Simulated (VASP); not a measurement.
# Si16N (a cell with a defect) in VASP: single point with PBE

Aim: the single point of Si16N (a cell with a defect) with PBE.

Everything below comes from runs of VASP 6.6.1. Logs are shortened: lines on timing, memory, paths and dates and some standing lists are left out, and cuts for length are marked.

### Step 1. The cell of the first run

The cell holds a defect, 17 atoms: a = 7.679 Å, b = 7.679 Å, c = 7.679 Å, α = 60.00°, β = 60.00°, γ = 60.00°.

### Step 2. Single point, PBE, collinear spin, ferromagnetic start

Input file INCAR:

```
SYSTEM = Si16N
PREC = Accurate
ENCUT = 520
EDIFF = 1E-6
ISMEAR = -1
SIGMA = 0.02
LREAL = Auto
LASPH = .True.
NELM = 150
ALGO = Normal
ISIF = 2
LWAVE = .False.
LCHARG = .True.
ISPIN = 2
MAGMOM = 0 0 0 0 0 0 0 0 0 0 0 0 0 0 0 0 1
LORBIT = 11
GGA = PE
LELF = .True.
LVHAR = .True.
NBANDS = 52
```

Input file KPOINTS:

```
Automatic mesh
0
Gamma
  2 2 2
  0 0 0
```

Input file POSCAR:

```
Si16N
1.0
    0.0000000000      5.4300000000      5.4300000000
    5.4300000000      0.0000000000      5.4300000000
    5.4300000000      5.4300000000      0.0000000000
Si N
16 1
Direct
   -0.0142602504      0.0129567638      0.0097522723
    0.1331341029      0.1423529185      0.0998092148
   -0.0191043336     -0.0517863044      0.4461153757
    0.0835560786      0.1413901667      0.6433391961
   -0.0091447543      0.5149542368      0.0085240879
    0.1157949807      0.6377926606      0.1349750612
   -0.0134720843      0.5077134582      0.5097674326
    0.1348662455      0.5998305413      0.6361374273
    0.4971048110      0.0108273959      0.0227654518
    0.6130548707      0.1390722633      0.1534190932
    0.4822522745      0.0245962346      0.5271860713
    0.6306081488      0.1495543218      0.6518189365
    0.4895647400      0.5133893582      0.0133519951
    0.6171619348      0.6374650951      0.1358466014
    0.4993616526      0.5205160649      0.5093642069
    0.6140680835      0.6510194343      0.6388797996
    0.9080167990      0.0902717903      0.6029934762
```

Potentials or basis: VASP PAW PBE potentials, release 64 (Si, N).

Command:

```bash
> cat potpaw_PBE.64/Si/POTCAR potpaw_PBE.64/N/POTCAR > POTCAR
> mpirun -np 1 vasp_std > vasp.out
```

OUTCAR:

```text
SYSTEM = Si16N
   PREC = Accurate
   ENCUT = 520
   EDIFF = 1E-6
   ISMEAR = -1
   LREAL = Auto
   LASPH = .True.
   NELM = 150
   ISIF = 2
   ISPIN = 2
   LORBIT = 11
   GGA = PE

 ion  position               nearest neighbor table
   1  0.986  0.013  0.010-   4 2.30   2 2.31  10 2.34   6 2.35   3 3.12
   2  0.133  0.142  0.100-   9 2.30   3 2.31   1 2.31   5 2.35
   3  0.981  0.948  0.446-  17 1.73   2 2.31   8 2.31  12 2.48   1 3.12   4 3.12   7 3.15
   4  0.084  0.141  0.643-  17 1.77   7 2.30   1 2.30  11 2.51   3 3.12
   5  0.991  0.515  0.009-  14 2.34   6 2.35   2 2.35   8 2.35
   6  0.116  0.638  0.135-  13 2.34   5 2.35   7 2.35   1 2.35
   7  0.987  0.508  0.510-   4 2.30   8 2.31  16 2.34   6 2.35   3 3.15
   8  0.135  0.600  0.636-  15 2.31   7 2.31   3 2.31   5 2.35
   9  0.497  0.011  0.023-   2 2.30  12 2.33  14 2.34  10 2.35
  10  0.613  0.139  0.153-   1 2.34  11 2.34  13 2.35   9 2.35
  11  0.482  0.025  0.527-  16 2.34  10 2.34  12 2.50   4 2.51
  12  0.631  0.150  0.652-  17 1.81   9 2.33  15 2.33   3 2.48  11 2.50
  13  0.490  0.513  0.013-   6 2.34  14 2.35  10 2.35  16 2.35
  14  0.617  0.637  0.136-   5 2.34   9 2.34  15 2.34  13 2.35
  15  0.499  0.521  0.509-   8 2.31  12 2.33  14 2.34  16 2.35
  16  0.614  0.651  0.639-   7 2.34  11 2.34  13 2.35  15 2.35
  17  0.908  0.090  0.603-   3 1.73   4 1.77  12 1.81

  LATTYP: Found a face centered cubic cell.
 ALAT       =    10.8600000000

  Lattice vectors:

 A1 = (   0.0000000000,   5.4300000000,   5.4300000000)
 A2 = (   5.4300000000,   0.0000000000,   5.4300000000)
 A3 = (   5.4300000000,   5.4300000000,   0.0000000000)

Analysis of symmetry for initial positions (statically):
=====================================================================
 Subroutine PRICEL returns:
 Original cell was already a primitive cell.

 Routine SETGRP: Setting up the symmetry group for a
 face centered cubic supercell.

 Subroutine GETGRP returns: Found  1 space group operations
 (whereof  1 operations were pure point group operations)
 out of a pool of 48 trial point group operations.

The static configuration has the point symmetry C_1 .

Analysis of symmetry for dynamics (positions and initial velocities):
=====================================================================
 Subroutine PRICEL returns:
 Original cell was already a primitive cell.

 Routine SETGRP: Setting up the symmetry group for a
 face centered cubic supercell.

 Subroutine GETGRP returns: Found  1 space group operations
 (whereof  1 operations were pure point group operations)
 out of a pool of 48 trial point group operations.

The dynamic configuration has the point symmetry C_1 .

Analysis of structural, dynamic, and magnetic symmetry:
=====================================================================
[... 172 lines left out ...]

 E-fermi :   6.1284     XC(G=0):  -9.5395

 val. band max:        6.0755948051   @ k =   0.0000   0.0000   0.5000
 cond. band min:       6.1723307291   @ k =   0.0000   0.0000   0.0000
 fundamental gap:      0.0967359240
 Fermi energy:         6.1283886873

 spin component 1

 k-point     1 :       0.0000    0.0000    0.0000
  band No.  band energies     occupation
      1     -10.4275      1.00000
      2      -5.7306      1.00000
      3      -4.0909      1.00000
      4      -3.7595      1.00000
      5      -3.7380      1.00000
      6      -3.1583      1.00000
[... 381 lines left out ...]
     45      10.0426      0.00000
     46      10.2154      0.00000
 Fermi energy:         6.1283886873

 spin component 2

 k-point     1 :       0.0000    0.0000    0.0000
  band No.  band energies     occupation
      1     -10.4275      1.00000
      2      -5.7306      1.00000
      3      -4.0909      1.00000
      4      -3.7595      1.00000
      5      -3.7380      1.00000
      6      -3.1583      1.00000
[... 381 lines left out ...]
     45      10.0425      0.00000
     46      10.2154      0.00000
 [bands above 46 left out]

------------------------ aborting loop because EDIFF is reached ----------------------------------------

  FORCE on cell =-STRESS in cart. coord.  units (eV):
  Direction    XX          YY          ZZ          XY          YZ          ZX
  --------------------------------------------------------------------------------------
  -------------------------------------------------------------------------------------
  Total       12.8658542      5.4606302      5.6354043      0.2424007     -1.9490715      0.3317281
  in kB       64.3753676     27.3227156     28.1972127      1.2128718     -9.7523410      1.6598289
  external PRESSURE =      39.9650986 kB  Pullay stress =       0.0000000 kB

 VOLUME and BASIS-vectors are now :
 -----------------------------------------------------------------------------
  energy-cutoff  :      520.00
  volume of cell :      320.21
      direct lattice vectors                 reciprocal lattice vectors
     0.000000000  5.430000000  5.430000000    -0.092081031  0.092081031  0.092081031
     5.430000000  0.000000000  5.430000000     0.092081031 -0.092081031  0.092081031
     5.430000000  5.430000000  0.000000000     0.092081031  0.092081031 -0.092081031

 POSITION                                       TOTAL-FORCE (eV/Angst)
 -----------------------------------------------------------------------------------
      0.12331      5.40552      5.42292        -0.031377     -0.011291      0.012122
      1.31494      1.26488      1.49589         0.002635      0.011487     -0.015174
      7.57121      7.74867     10.47506         0.034188      0.029165      0.016046
      4.26108      3.94704      1.22146        -0.009824      0.009973     -0.026153
      2.84249      5.42663      8.17655         0.011530     -0.003728      0.000034
      4.19613      1.36168      4.09198         0.001046      0.000776      0.018628
[... 9 lines left out ...]
      7.00415      6.80351      6.86943         0.011694     -0.019382      0.007388
      3.76443      8.20479      5.42071         0.014685     -0.054329      0.022603
 -----------------------------------------------------------------------------------
    total drift:                                0.001156      0.002067      0.004250

  FREE ENERGIE OF THE ION-ELECTRON SYSTEM (eV)
  ---------------------------------------------------
  free  energy   TOTEN  =       -92.3649371059 eV

  energy  without entropy=      -92.3612651650  energy(sigma->0) =      -92.36310114

 total charge

# of ion       s       p       d       tot
------------------------------------------
    1        0.747   0.966   0.000   1.713
    2        0.754   0.975   0.000   1.728
    3        0.771   0.920   0.000   1.691
    4        0.752   0.914   0.000   1.666
    5        0.739   0.953   0.000   1.691
    6        0.739   0.954   0.000   1.694
[... 9 lines left out ...]
   16        0.741   0.956   0.000   1.698
   17        1.252   2.593   0.000   3.845
--------------------------------------------------
tot         13.208  17.746   0.000  30.953

 magnetization (x)

# of ion       s       p       d       tot
------------------------------------------
    1        0.000   0.000   0.000   0.000
    2        0.000   0.000   0.000   0.000
    3       -0.000  -0.000   0.000  -0.000
    4       -0.000  -0.000   0.000  -0.000
    5       -0.000  -0.000   0.000  -0.000
    6        0.000   0.000   0.000   0.000
[... 9 lines left out ...]
   16       -0.000  -0.000   0.000  -0.000
   17       -0.000   0.000   0.000   0.000
--------------------------------------------------
tot         -0.000  -0.000   0.000  -0.000
```

stdout:

```text
POSCAR found type information on POSCAR SiN
 POSCAR found :  2 types and      17 ions
 scaLAPACK will be used
 LDA part: xc-table for (Slater+PW92), standard interpolation
 POSCAR, INCAR and KPOINTS ok, starting setup
 FFT: planning ... GRIDC
 FFT: planning ... GRID_SOFT
 FFT: planning ... GRID
 WAVECAR not read
 entering main loop
```

Run time: 4.1 min. Hardware: 1 thread of Intel Xeon 6975P-C (Granite Rapids), shared host; peak memory 0.71 GiB.

Results:

```
Free energy                                           : -92.3649 eV
Pressure                                              : 4.0 GPa
Largest force                                         : 0.061 eV/Å
Net moment                                            : 0.00 μB per cell
Valence electrons inside the program's atomic spheres : Si 1.71, 1.73, 1.69, 1.67, 1.70, 1.64, 1.63 (each value once); N 3.85
```

Forces on the atoms (eV/Å):
```
Si  -0.031 -0.011  0.012
Si   0.003  0.011 -0.015
Si   0.034  0.029  0.016
Si  -0.010  0.010 -0.026
Si   0.012 -0.004  0.000
Si   0.001  0.001  0.019
Si  -0.030  0.010 -0.031
Si  -0.010  0.000  0.001
Si  -0.011  0.009  0.007
Si   0.002  0.004 -0.007
Si   0.032 -0.002  0.001
Si  -0.016  0.005 -0.009
Si   0.003  0.001 -0.002
Si   0.011 -0.004 -0.002
Si  -0.016  0.014  0.007
Si   0.012 -0.019  0.007
N    0.015 -0.054  0.023
```

Caveat: the k points lie up to 0.50 Å⁻¹ apart.
